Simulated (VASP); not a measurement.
# PbSe (Fm-3m) in VASP: single point with PBE

Aim: the single point of PbSe with PBE.

Everything below comes from runs of VASP 6.6.1. Logs are shortened: lines on timing, memory, paths and dates and some standing lists are left out, and cuts for length are marked.

### Step 1. The cell of the first run

The structure is cubic, space group Fm-3m (No. 225). Conventional cell: a = 6.350 Å, b = 6.350 Å, c = 6.350 Å, α = 90.00°, β = 90.00°, γ = 90.00°. Within 4.2 Å of Pb (site symmetry m-3m) lie 6 Se at 3.17 Å. Se (site symmetry m-3m) has 6 Pb at 3.17 Å within 4.2 Å.

### Step 2. Single point, PBE (Sn replaced by Pb, lengths x 1.016, strained)

Contents of INCAR:

```
SYSTEM = PbSe
ALGO     = Normal         ! electronic algorithm
EDIFF    = 1E-7           ! SCF threshold, eV
ENCUT    = 520            ! plane-wave cutoff, eV
GGA      = PE             ! functional
ISIF     = 2              ! what is computed and relaxed
ISMEAR   = 0              ! smearing method
LASPH    = .True.         ! aspherical terms in the spheres
LCHARG   = .True.         ! write CHGCAR
LELF     = .True.         ! ELF
LREAL    = .False.        ! projectors in reciprocal space
LVHAR    = .True.       
LWAVE    = .False.        ! write WAVECAR
NBANDS   = 17             ! bands
NELM     = 60             ! most SCF steps
PREC     = Accurate       ! precision mode
SIGMA    = 0.02           ! smearing width, eV
```

Contents of KPOINTS:

```
k-points
0
Gamma
  10 10 10
  0 0 0
```

Contents of POSCAR:

```
PbSe
1.0
    0.0000000000      3.1748926811      3.1748926811
    3.1748926811      0.0000000000      3.1748926811
    3.1748926811      3.1748926811      0.0000000000
Pb Se
1 1
Direct
    0.0000000000      0.0000000000      0.0000000000
    0.5000000000      0.5000000000      0.5000000000
```

Potentials or basis: VASP PAW PBE potentials, release 64 (Pb_d, Se).

Run with:

```bash
$ cat potpaw_PBE.64/Pb_d/POTCAR potpaw_PBE.64/Se/POTCAR > POTCAR
$ mpirun -np 1 vasp_std > vasp.out
```

OUTCAR:

```text
SYSTEM = PbSe
   EDIFF = 1E-7
   ENCUT = 520
   GGA = PE
   ISIF = 2
   ISMEAR = 0
   LASPH = .True.
   LREAL = .False.
   NELM = 60
   PREC = Accurate

 ion  position               nearest neighbor table
   1  0.000  0.000  0.000-   2 3.17   2 3.17   2 3.17   2 3.17   2 3.17   2 3.17
   2  0.500  0.500  0.500-   1 3.17   1 3.17   1 3.17   1 3.17   1 3.17   1 3.17

  LATTYP: Found a face centered cubic cell.
 ALAT       =     6.3497853622

  Lattice vectors:

 A1 = (   0.0000000000,   3.1748926811,   3.1748926811)
 A2 = (   3.1748926811,   0.0000000000,   3.1748926811)
 A3 = (   3.1748926811,   3.1748926811,   0.0000000000)

Analysis of symmetry for initial positions (statically):
=====================================================================
 Subroutine PRICEL returns:
 Original cell was already a primitive cell.

 Routine SETGRP: Setting up the symmetry group for a
 face centered cubic supercell.

 Subroutine GETGRP returns: Found 48 space group operations
 (whereof 48 operations were pure point group operations)
 out of a pool of 48 trial point group operations.

The static configuration has the point symmetry O_h .

Analysis of symmetry for dynamics (positions and initial velocities):
=====================================================================
 Subroutine PRICEL returns:
 Original cell was already a primitive cell.

 Routine SETGRP: Setting up the symmetry group for a
 face centered cubic supercell.

 Subroutine GETGRP returns: Found 48 space group operations
 (whereof 48 operations were pure point group operations)
 out of a pool of 48 trial point group operations.

The dynamic configuration has the point symmetry O_h .

 Subroutine INISYM returns: Found 48 space group operations
 (whereof 48 operations are pure point group operations),
 and found     1 'primitive' translations

----------------------------------------------------------------------------------------

                                     Primitive cell

  volume of cell :      64.0055

  direct lattice vectors                    reciprocal lattice vectors
     0.000000000  3.174892681  3.174892681    -0.157485638  0.157485638  0.157485638
     3.174892681  0.000000000  3.174892681     0.157485638 -0.157485638  0.157485638
     3.174892681  3.174892681  0.000000000     0.157485638  0.157485638 -0.157485638

  length of vectors
     4.489976289  4.489976289  4.489976289     0.272773127  0.272773127  0.272773127

  position of ions in fractional coordinates (direct lattice)
[... 8 lines left out ...]
----------------------------------------------------------------------------------------

 KPOINTS: k-points

Automatic generation of k-mesh.
 Grid dimensions read from file:
 generate k-points for:   10   10   10

 Generating k-lattice:

  Cartesian coordinates                     Fractional coordinates (reciprocal lattice)
    -0.015748564  0.015748564  0.015748564     0.100000000  0.000000000  0.000000000
     0.015748564 -0.015748564  0.015748564     0.000000000  0.100000000  0.000000000
     0.015748564  0.015748564 -0.015748564     0.000000000  0.000000000  0.100000000

  Length of vectors
     0.027277313  0.027277313  0.027277313

  Shift w.r.t. Gamma in fractional coordinates (k-lattice)
     0.000000000  0.000000000  0.000000000

 Subroutine IBZKPT returns following result:
 ===========================================

 Found     47 irreducible k-points:

 Following reciprocal coordinates:
            Coordinates               Weight
  0.000000  0.000000  0.000000      1.000000
  0.100000  0.000000  0.000000      8.000000
  0.200000  0.000000  0.000000      8.000000
  0.300000  0.000000  0.000000      8.000000
  0.400000  0.000000  0.000000      8.000000
  0.500000  0.000000  0.000000      4.000000
[... 16 lines left out ...]
  0.300000  0.300000  0.000000      6.000000
  0.400000  0.300000  0.000000     24.000000
 [... further k-points ...]
   k-points           NKPTS =     47   k-points in BZ     NKDIM =     47   number of bands    NBANDS=     17
   number of dos      NEDOS =    301   number of ions     NIONS =      2
   total plane-waves  NPLWV =  46656
   dimension x,y,z NGX =    36 NGY =   36 NGZ =   36
   dimension x,y,z NGXF=    72 NGYF=   72 NGZF=   72
   ions per type =               1   1
   NGX,Y,Z   is equivalent  to a cutoff of  13.33, 13.33, 13.33 a.u.
   NGXF,Y,Z  is equivalent  to a cutoff of  26.66, 26.66, 26.66 a.u.
 SYSTEM =  PbSe
   PREC   = accura    normal or accurate (medium, high low for compatibility)
   ISTART =      0    job   : 0-new  1-cont  2-samecut
   ICHARG =      2    charge: 1-file 2-atom 10-const
   ISPIN  =      1    spin polarized calculation?
   LNONCOLLINEAR =      F non collinear calculations
   LSORBIT =      F    spin-orbit coupling
   LASPH  =      T    aspherical Exc in radial PAW
   ENCUT  =  520.0 eV  38.22 Ry    6.18 a.u.   8.35  8.35  8.35*2*pi/ulx,y,z
   NELM   =     60;   NELMIN=  2; NELMDL= -5     # of ELM steps
   EDIFF  = 0.1E-06   stopping-criterion for ELM
   LREAL  =      F    real-space projection
   EDIFFG = 0.1E-05   stopping-criterion for IOM
   NSW    =      0    number of steps for IOM
   IBRION =     -1    ionic relax: 0-MD 1-quasi-New 2-CG
   NFREE  =      0    steps in history (QN), initial steepest desc. (CG)
   ISIF   =      2    stress and relaxation
   ISYM   =      2    0-nonsym 1-usesym 2-fastsym
   POTIM  = 0.5000    time-step for ionic-motion
   TEBEG  =    0.0;   TEEND  =   0.0 temperature during run
   PSTRESS=    0.0 pullay stress
   NELECT =      20.0000    total number of electrons
   NUPDOWN=      -1.0000    fix difference up-down
   EMIN   =  10.00;   EMAX   =-10.00  energy-range for DOS
   EFERMI =   0.00;   METHOD = LEGACY
   ISMEAR =     0;   SIGMA  =   0.02  broadening in eV -4-tet -1-fermi 0-gaus
   EFERMI_NEDOS =   21; number of points for ismear=-14 and -15
   IALGO  =     38    algorithm
   IMIX   =      4    mixing-type and parameters
     AMIX     =   0.40;   BMIX     =  1.00
     AMIX_MAG =   1.60;   BMIX_MAG =  1.00
  volume/ion in A,a.u.               =      32.00       215.97
  Fermi-wavevector in a.u.,A,eV,Ry     =   1.110911  2.099317 16.791254  1.234122
  Thomas-Fermi vector in A             =   2.247468
   LORBIT       =      0    0 simple, 1 ext, 2 COOP (PROOUT), +10 PAW based schemes
   GGA     = PE    functional components
   LHFCALC =     F    Hartree Fock is set to
   AEXX    =    0.0000 exact exchange contribution
   IVDW    =     0    specifies the selected vdW correction
   LEPSILON=     F    determine dielectric tensor
   LRPA    =     F    only Hartree local field effects (RPA)
 non-spin polarized calculation
 Gauss-broadening in eV      SIGMA  =   0.02
  energy-cutoff  :      520.00
  volume of cell :       64.01
 maximum number of plane-waves:      1759
 NGX is ok and might be reduce to    36
   NGX = 17   NGY = 17   NGZ = 17

 number of electron      19.9999998 magnetization

 Free energy of the ion-electron system (eV)
  ---------------------------------------------------
  ext. energy  EPLUGINS =         0.00000000
  ---------------------------------------------------
  free energy    TOTEN  =        -8.16576142 eV

  energy without entropy =       -8.16576142  energy(sigma->0) =       -8.16576142

 E-fermi :   3.9002     XC(G=0):  -9.0321

 val. band max:        3.7208085188   @ k =   0.5000   0.0000   0.0000
 cond. band min:       4.3233759752   @ k =   0.5000   0.0000   0.0000
 fundamental gap:      0.6025674564
 Fermi energy:         3.9002121074

 k-point     1 :       0.0000    0.0000    0.0000
  band No.  band energies     occupation
      1     -12.9147      2.00000
      2     -12.9147      2.00000
      3     -12.9147      2.00000
      4     -12.9062      2.00000
      5     -12.9062      2.00000
      6      -8.9469      2.00000
[... 9 lines left out ...]
     16      10.5207      0.00000
     17      11.5721      0.00000

 k-point     2 :       0.1000    0.0000    0.0000
  band No.  band energies     occupation
      1     -12.9144      2.00000
      2     -12.9136      2.00000
      3     -12.9136      2.00000
      4     -12.9066      2.00000
      5     -12.9066      2.00000
      6      -8.8850      2.00000
[... 9 lines left out ...]
     16      10.7216      0.00000
     17      12.2934      0.00000

 k-point     3 :       0.2000    0.0000    0.0000
  band No.  band energies     occupation
      1     -12.9139      2.00000
      2     -12.9139      2.00000
      3     -12.9135      2.00000
      4     -12.9046      2.00000
      5     -12.9046      2.00000
      6      -8.7107      2.00000
[... 9 lines left out ...]
     16      11.2563      0.00000
     17      13.6932      0.00000

 k-point     4 :       0.3000    0.0000    0.0000
  band No.  band energies     occupation
      1     -12.9175      2.00000
      2     -12.9175      2.00000
      3     -12.9125      2.00000
      4     -12.8988      2.00000
      5     -12.8988      2.00000
      6      -8.4634      2.00000
[... 9 lines left out ...]
     16      12.0778      0.00000
     17      14.9246      0.00000

 k-point     5 :       0.4000    0.0000    0.0000
  band No.  band energies     occupation
      1     -12.9209      2.00000
      2     -12.9209      2.00000
      3     -12.9118      2.00000
      4     -12.8937      2.00000
      5     -12.8937      2.00000
      6      -8.2256      2.00000
[... 9 lines left out ...]
     16      13.1341      0.00000
     17      14.5246      0.00000

 k-point     6 :       0.5000    0.0000    0.0000
  band No.  band energies     occupation
      1     -12.9222      2.00000
      2     -12.9222      2.00000
      3     -12.9116      2.00000
      4     -12.8917      2.00000
      5     -12.8917      2.00000
      6      -8.1219      2.00000
[... 9 lines left out ...]
     16      13.9861      0.00000
     17      13.9861      0.00000
[... 281 lines left out ...]
 k-point    21 :      -0.3000    0.2000    0.0000
  band No.  band energies     occupation
      1     -12.9274      2.00000
      2     -12.9151      2.00000
      3     -12.9079      2.00000
      4     -12.8987      2.00000
      5     -12.8982      2.00000
      6      -8.1589      2.00000
[... 9 lines left out ...]
     16      13.2274      0.00000
     17      14.2737      0.00000

 k-point    22 :      -0.2000    0.2000    0.0000
  band No.  band energies     occupation
      1     -12.9201      2.00000
      2     -12.9145      2.00000
      3     -12.9109      2.00000
      4     -12.9043      2.00000
      5     -12.8978      2.00000
      6      -8.3797      2.00000
[... 9 lines left out ...]
     16      13.0709      0.00000
     17      13.8276      0.00000

 k-point    23 :       0.3000    0.3000    0.0000
  band No.  band energies     occupation
      1     -12.9436      2.00000
      2     -12.9219      2.00000
      3     -12.8981      2.00000
      4     -12.8963      2.00000
      5     -12.8963      2.00000
      6      -8.3047      2.00000
[... 9 lines left out ...]
     16      13.7155      0.00000
     17      14.1852      0.00000

 k-point    24 :       0.4000    0.3000    0.0000
  band No.  band energies     occupation
      1     -12.9527      2.00000
      2     -12.9217      2.00000
      3     -12.8996      2.00000
      4     -12.8932      2.00000
      5     -12.8909      2.00000
      6      -8.1265      2.00000
[... 9 lines left out ...]
     16      14.3570      0.00000
     17      15.0514      0.00000

 [... further k-points ...]
[... 5 lines left out ...]
  --------------------------------------------------------------------------------------
  -------------------------------------------------------------------------------------
  Total       -1.0286646     -1.0286646     -1.0286646      0.0000000      0.0000000      0.0000000
  in kB      -25.7494073    -25.7494073    -25.7494073      0.0000000      0.0000000      0.0000000
  external PRESSURE =     -25.7494073 kB  Pullay stress =       0.0000000 kB

 VOLUME and BASIS-vectors are now :
 -----------------------------------------------------------------------------
  energy-cutoff  :      520.00
  volume of cell :       64.01
      direct lattice vectors                 reciprocal lattice vectors
     0.000000000  3.174892681  3.174892681    -0.157485638  0.157485638  0.157485638
     3.174892681  0.000000000  3.174892681     0.157485638 -0.157485638  0.157485638
     3.174892681  3.174892681  0.000000000     0.157485638  0.157485638 -0.157485638

 POSITION                                       TOTAL-FORCE (eV/Angst)
 -----------------------------------------------------------------------------------
      0.00000      0.00000      0.00000        -0.000000      0.000000     -0.000000
      3.17489      3.17489      3.17489         0.000000      0.000000      0.000000
 -----------------------------------------------------------------------------------
    total drift:                                0.000000      0.000000      0.000000

  FREE ENERGIE OF THE ION-ELECTRON SYSTEM (eV)
  ---------------------------------------------------
  free  energy   TOTEN  =        -8.1657614159 eV

  energy  without entropy=       -8.1657614159  energy(sigma->0) =       -8.16576142
```

Run time: 26 s. Hardware: 1 thread of Intel Xeon Platinum 8559C (Emerald Rapids), shared host; peak memory 0.22 GiB.

What came out:

```
Free energy            : -8.1658 eV
Pressure               : -2.6 GPa
Band gap on the k mesh : 0.60 eV, direct
```

Caveat: the cell differs from its parent crystal (Sn replaced by Pb, lengths x 1.016, strained); spin-orbit coupling is left out, which moves the levels of the heavy elements.
